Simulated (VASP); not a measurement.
Here is a VASP 6.6.1 calculation.

POSCAR

```
SnO
1.0
    3.7925880617      0.0000000000      0.0000000000
    0.0000000000      3.7925880617      0.0000000000
    0.0000000000      0.0000000000      4.5680517387
Sn O
2 2
Direct
    0.0000000000      0.5000000000      0.2493020738
    0.5000000000      0.0000000000      0.7506979262
    0.5000000000      0.5000000000      0.0000000000
    0.0000000000      0.0000000000      0.0000000000
```

INCAR.step1

```
SYSTEM = SnO
PREC = Accurate ; ENCUT = 910
ISMEAR = -1 ; SIGMA = 0.02
LREAL = .FALSE. ; LASPH = .TRUE.
NELM = 120 ; NBANDS = 28
GGA = PE ; ALGO = Normal
EDIFF = 1E-5 ; LWAVE = .TRUE.
LCHARG = .FALSE. ; GGA_COMPAT = .FALSE.
```

INCAR.step2

```
SYSTEM = SnO
PREC = Accurate ; ENCUT = 910
EDIFF = 1E-6 ; ISMEAR = -1
SIGMA = 0.02 ; LREAL = .FALSE.
LASPH = .TRUE. ; NELM = 120
ALGO = Normal ; ISIF = 2
LWAVE = .FALSE. ; LCHARG = .TRUE.
METAGGA = R2SCAN ; LMIXTAU = .TRUE.
LELF = .TRUE. ; LVHAR = .TRUE.
NBANDS = 28 ; ISTART = 1
GGA_COMPAT = .FALSE.
```

Contents of KPOINTS:

```
regular mesh
0
G
  6 6 6
  0 0 0
```

Potentials or basis: VASP PAW PBE potentials, release 64 (Sn_d, O_h).

The run is started by

```sh
$ cat potpaw_PBE.64/Sn_d/POTCAR potpaw_PBE.64/O_h/POTCAR > POTCAR
$ cp INCAR.step1 INCAR
$ mpirun -np 1 vasp_std > vasp.out
$ cp INCAR.step2 INCAR
$ mpirun -np 1 vasp_std > vasp.out
```

Q: What does it give for the pressure?

A: 2.8 GPa.

Q: What does it give for the band gap on the k mesh?

A: Zero (bands 20 and 21 overlap by 0.18 eV).

Q: Predict the largest force.

A: 0.113 eV/Å.

Stress tensor (GPa, compression positive):
```
2.33 0.00 0.00
0.00 2.33 0.00
0.00 0.00 3.84
```

Caveat: the cell differs from its parent crystal (uniaxial z strain -4.0%); the cutoff is under 1.25 times the usual one of these potentials, so pressure, stress and relaxed cells hold a basis-set (Pulay) error; semilocal functionals underestimate gaps, so a narrow gap can read as zero; the PAW data sets were made with another functional, which shifts forces and pressure a little; spin-orbit coupling is left out, which moves the levels of the heavy elements.
